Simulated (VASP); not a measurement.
# P (Im-3m) in VASP: further runs, part 2 of 2

VASP 6.6.1. Earlier steps stand in the parts before.

## 6. Single point, PBEsol+D4

This run uses another cell than the first one, of 8.64 Å³/atom.

Input file INCAR:

```
ALGO = Normal
EDIFF = 1E-6
ENCUT = 500
GGA = PS
GGA_COMPAT = False
ISIF = 2
ISMEAR = 0
IVDW = 13
LASPH = True
LCHARG = False
LREAL = False
LWAVE = False
NBANDS = 8
NELM = 120
PREC = Accurate
SIGMA = 0.1
```

Input file KPOINTS:

```
k-points
0
Gamma
  24 24 24
```

Input file POSCAR:

```
P
1.0
   -1.2925810299      1.2925810299      1.2925810299
    1.2925810299     -1.2925810299      1.2925810299
    1.2925810299      1.2925810299     -1.2925810299
P
1
Direct
    0.0000000000      0.0000000000      0.0000000000
```

Potentials or basis: VASP PAW PBE potentials, release 64 (P).

The run is started by

```bash
cat potpaw_PBE.64/P/POTCAR > POTCAR
mpirun -np 1 vasp_std > vasp.out
```

OUTCAR:

```text
EDIFF = 1E-6
   ENCUT = 500
   GGA = PS
   ISIF = 2
   ISMEAR = 0
   IVDW = 13
   LASPH = True
   LREAL = False
   NELM = 120
   PREC = Accurate

 ion  position               nearest neighbor table
   1  0.000  0.000  0.000-

  LATTYP: Found a body centered cubic cell.
 ALAT       =     2.5851620598

  Lattice vectors:

 A1 = (  -1.2925810299,   1.2925810299,   1.2925810299)
 A2 = (   1.2925810299,  -1.2925810299,   1.2925810299)
 A3 = (   1.2925810299,   1.2925810299,  -1.2925810299)

Analysis of symmetry for initial positions (statically):
=====================================================================
 Subroutine PRICEL returns:
 Original cell was already a primitive cell.

 Routine SETGRP: Setting up the symmetry group for a
 body centered cubic supercell.

 Subroutine GETGRP returns: Found 48 space group operations
 (whereof 48 operations were pure point group operations)
 out of a pool of 48 trial point group operations.

The static configuration has the point symmetry O_h .

Analysis of symmetry for dynamics (positions and initial velocities):
=====================================================================
 Subroutine PRICEL returns:
 Original cell was already a primitive cell.

 Routine SETGRP: Setting up the symmetry group for a
 body centered cubic supercell.

 Subroutine GETGRP returns: Found 48 space group operations
 (whereof 48 operations were pure point group operations)
 out of a pool of 48 trial point group operations.

The dynamic configuration has the point symmetry O_h .

 Subroutine INISYM returns: Found 48 space group operations
 (whereof 48 operations are pure point group operations),
 and found     1 'primitive' translations

----------------------------------------------------------------------------------------

                                     Primitive cell

  volume of cell :       8.6384

  direct lattice vectors                    reciprocal lattice vectors
    -1.292581030  1.292581030  1.292581030     0.000000000  0.386822945  0.386822945
     1.292581030 -1.292581030  1.292581030     0.386822945  0.000000000  0.386822945
     1.292581030  1.292581030 -1.292581030     0.386822945  0.386822945  0.000000000

  length of vectors
     2.238816017  2.238816017  2.238816017     0.547050254  0.547050254  0.547050254

  position of ions in fractional coordinates (direct lattice)
     0.000000000  0.000000000  0.000000000

  ion indices of the primitive-cell ions
   primitive index   ion index
                 1           1

----------------------------------------------------------------------------------------

 KPOINTS: k-points

Automatic generation of k-mesh.
 Grid dimensions read from file:
 generate k-points for:   24   24   24

 Generating k-lattice:

  Cartesian coordinates                     Fractional coordinates (reciprocal lattice)
     0.000000000  0.016117623  0.016117623     0.041666667  0.000000000  0.000000000
     0.016117623  0.000000000  0.016117623     0.000000000  0.041666667  0.000000000
     0.016117623  0.016117623  0.000000000     0.000000000  0.000000000  0.041666667

  Length of vectors
     0.022793761  0.022793761  0.022793761

  Shift w.r.t. Gamma in fractional coordinates (k-lattice)
     0.000000000  0.000000000  0.000000000

 Subroutine IBZKPT returns following result:
 ===========================================

 Found    413 irreducible k-points:

 Following reciprocal coordinates:
            Coordinates               Weight
  0.000000  0.000000  0.000000      1.000000
  0.041667  0.000000  0.000000     12.000000
  0.083333  0.000000  0.000000     12.000000
  0.125000  0.000000  0.000000     12.000000
  0.166667  0.000000  0.000000     12.000000
  0.208333  0.000000  0.000000     12.000000
[... 16 lines left out ...]
  0.416667  0.041667  0.000000     48.000000
  0.458333  0.041667 -0.000000     48.000000
 [... further k-points ...]
   k-points           NKPTS =    413   k-points in BZ     NKDIM =    413   number of bands    NBANDS=      8
   number of dos      NEDOS =    301   number of ions     NIONS =      1
   total plane-waves  NPLWV =   4096
   dimension x,y,z NGX =    16 NGY =   16 NGZ =   16
   dimension x,y,z NGXF=    32 NGYF=   32 NGZF=   32
   ions per type =               1
   NGX,Y,Z   is equivalent  to a cutoff of  11.88, 11.88, 11.88 a.u.
   NGXF,Y,Z  is equivalent  to a cutoff of  23.76, 23.76, 23.76 a.u.
 SYSTEM =  unknown system
   PREC   = accura    normal or accurate (medium, high low for compatibility)
   ISTART =      0    job   : 0-new  1-cont  2-samecut
   ICHARG =      2    charge: 1-file 2-atom 10-const
   ISPIN  =      1    spin polarized calculation?
   LNONCOLLINEAR =      F non collinear calculations
   LSORBIT =      F    spin-orbit coupling
   LASPH  =      T    aspherical Exc in radial PAW
   ENCUT  =  500.0 eV  36.75 Ry    6.06 a.u.   4.08  4.08  4.08*2*pi/ulx,y,z
   NELM   =    120;   NELMIN=  2; NELMDL= -5     # of ELM steps
   EDIFF  = 0.1E-05   stopping-criterion for ELM
   LREAL  =      F    real-space projection
   EDIFFG = 0.1E-04   stopping-criterion for IOM
   NSW    =      0    number of steps for IOM
   IBRION =     -1    ionic relax: 0-MD 1-quasi-New 2-CG
   NFREE  =      0    steps in history (QN), initial steepest desc. (CG)
   ISIF   =      2    stress and relaxation
   ISYM   =      2    0-nonsym 1-usesym 2-fastsym
   POTIM  = 0.5000    time-step for ionic-motion
   TEBEG  =    0.0;   TEEND  =   0.0 temperature during run
   PSTRESS=    0.0 pullay stress
   NELECT =       5.0000    total number of electrons
   NUPDOWN=      -1.0000    fix difference up-down
   EMIN   =  10.00;   EMAX   =-10.00  energy-range for DOS
   EFERMI =   0.00;   METHOD = LEGACY
   ISMEAR =     0;   SIGMA  =   0.10  broadening in eV -4-tet -1-fermi 0-gaus
   EFERMI_NEDOS =   21; number of points for ismear=-14 and -15
   IALGO  =     38    algorithm
   IMIX   =      4    mixing-type and parameters
     AMIX     =   0.40;   BMIX     =  1.00
     AMIX_MAG =   1.60;   BMIX_MAG =  1.00
  volume/ion in A,a.u.               =       8.64        58.29
  Fermi-wavevector in a.u.,A,eV,Ry     =   1.364333  2.578216 25.325947  1.861405
  Thomas-Fermi vector in A             =   2.490658
   LORBIT       =      0    0 simple, 1 ext, 2 COOP (PROOUT), +10 PAW based schemes
   GGA     = PS    functional components
   LHFCALC =     F    Hartree Fock is set to
   AEXX    =    0.0000 exact exchange contribution
   IVDW    =    13    specifies the selected vdW correction
   LEPSILON=     F    determine dielectric tensor
   LRPA    =     F    only Hartree local field effects (RPA)
 non-spin polarized calculation
 Gauss-broadening in eV      SIGMA  =   0.10
  energy-cutoff  :      500.00
  volume of cell :        8.64
 maximum number of plane-waves:       236
   NGX =  9   NGY =  9   NGZ =  9

 number of electron       5.0000002 magnetization

 Free energy of the ion-electron system (eV)
  ---------------------------------------------------
  ext. energy  EPLUGINS =         0.00000000
  ---------------------------------------------------
  free energy    TOTEN  =        -3.87180647 eV

  energy without entropy =       -3.87010125  energy(sigma->0) =       -3.87095386

 E-fermi :  18.8746     XC(G=0): -13.8965

 val. band max:       18.8632319158   @ k =  -0.2917   0.2917   0.2500
 cond. band min:      18.8838977351   @ k =   0.2083   0.1667   0.0000
 fundamental gap:      0.0206658193
 Fermi energy:        18.8745880956

 k-point     1 :       0.0000    0.0000    0.0000
  band No.  band energies     occupation
      1      -4.0914      2.00000
      2      32.3236      0.00000
      3      32.3236      0.00000
      4      32.3236      0.00000
      5      32.4512      0.00000
      6      32.4512      0.00000
      7      32.4512      0.00000
      8      37.7085      0.00000
[... 243 lines left out ...]
 k-point    24 :       0.4583    0.0417   -0.0000
  band No.  band energies     occupation
      1       5.5688      2.00000
      2       7.3478      2.00000
      3      22.9075      0.00000
      4      24.8256      0.00000
      5      28.0109      0.00000
      6      30.4262      0.00000
      7      42.9812      0.00000
      8      44.5180      0.00000

 [... further k-points ...]

------------------------ aborting loop because EDIFF is reached ----------------------------------------

  DFT-D4 for vdW energy calculation

  Edisp (eV):   -0.45236

  FORCE on cell =-STRESS in cart. coord.  units (eV):
  Direction    XX          YY          ZZ          XY          YZ          ZX
  --------------------------------------------------------------------------------------
  -------------------------------------------------------------------------------------
  Total       6.46608     6.46608     6.46608     0.00000    -0.00000    -0.00000
  in kB    1199.27359  1199.27359  1199.27359     0.00000    -0.00000    -0.00000
  external pressure =     1199.27 kB  Pullay stress =        0.00 kB

 VOLUME and BASIS-vectors are now :
 -----------------------------------------------------------------------------
  energy-cutoff  :      500.00
  volume of cell :        8.64
      direct lattice vectors                 reciprocal lattice vectors
    -1.292581030  1.292581030  1.292581030     0.000000000  0.386822945  0.386822945
     1.292581030 -1.292581030  1.292581030     0.386822945  0.000000000  0.386822945
     1.292581030  1.292581030 -1.292581030     0.386822945  0.386822945  0.000000000

 POSITION                                       TOTAL-FORCE (eV/Angst)
 -----------------------------------------------------------------------------------
      0.00000      0.00000      0.00000         0.000000      0.000000     -0.000000
 -----------------------------------------------------------------------------------
    total drift:                               -0.000000      0.000000      0.000000

  FREE ENERGIE OF THE ION-ELECTRON SYSTEM (eV)
  ---------------------------------------------------
  free  energy   TOTEN  =        -4.3241618261 eV

  energy  without entropy=       -4.3224566045  energy(sigma->0) =       -4.32330922
```

OSZICAR:

```text
N       E                     dE             d eps       ncg     rms          rms(c)
DAV:   1     0.297212792377E+00    0.29721E+00   -0.24362E+03  7496   0.463E+02
DAV:   2    -0.387734523145E+01   -0.41746E+01   -0.39716E+01  9776   0.465E+01
DAV:   3    -0.389626308636E+01   -0.18918E-01   -0.18879E-01  7176   0.346E+00
DAV:   4    -0.389627172103E+01   -0.86347E-05   -0.86337E-05 10616   0.766E-02
DAV:   5    -0.389627172355E+01   -0.25211E-08   -0.12330E-08  7232   0.494E-04    0.102E+01
DAV:   6    -0.388063755524E+01    0.15634E-01   -0.23470E-03  7072   0.299E-01    0.593E+00
DAV:   7    -0.387182349987E+01    0.88141E-02   -0.47295E-03  7176   0.428E-01    0.792E-02
DAV:   8    -0.387180599541E+01    0.17504E-04   -0.83373E-06  8560   0.249E-02    0.273E-02
DAV:   9    -0.387180647492E+01   -0.47951E-06   -0.79794E-07  7024   0.614E-03
   1 F= -.43241618E+01 E0= -.43233092E+01  d E =-.170522E-02
```

Run time: 4.8 s. Hardware: 1 thread of Intel Xeon 6975P-C (Granite Rapids), shared host; peak memory 0.12 GiB.

Results:

* Free energy: -4.3242 eV
* Pressure: 119.9 GPa
* Band gap on the k mesh: zero (an odd number of electrons rules out a gap without spin polarisation)
* Dispersion energy per atom: -0.452 eV

Levels at points of the mesh, in eV from the Fermi level:
| k point | band 1 | band 2 | band 3 | band 4 | band 5 | band 6 | band 7 |
| --- | --- | --- | --- | --- | --- | --- | --- |
| (0.00, 0.00, 0.00) | -22.97 | 13.45 | 13.45 | 13.45 | 13.58 | 13.58 | 13.58 |
| (0.50, 0.00, 0.00) | -12.73 | -12.24 | 4.73 | 6.48 | 8.33 | 10.93 | 24.58 |
| (0.50, 0.50, 0.50) | -4.02 | -4.02 | -4.02 | -0.89 | -0.89 | 0.98 | 31.07 |

Caveat: the cell stands under pressure; the PAW data sets were made with another functional, which shifts forces and pressure a little.

## 7. The runs side by side

```csv
cell,gap on the mesh (eV),pressure (GPa)
"a = 2.072 Å, angles 109.5°, 1 atom",none,298.9
"a = 2.148 Å, angles 109.5°, 1 atom",none,199.6
"a = 2.239 Å, angles 109.5°, 1 atom",none,119.9
```

Alike in all rows: task single point; level PBEsol+D4; potentials or basis VASP PAW PBE potentials, release 64 (P); no spin polarisation; k mesh 24 × 24 × 24; cutoff (eV) 500; smearing gaussian 0.1 eV.

Caveats: the cell stands under pressure; the PAW data sets were made with another functional, which shifts forces and pressure a little.

Total energies depend on the potentials used, so only differences within one code and one set of settings carry meaning.
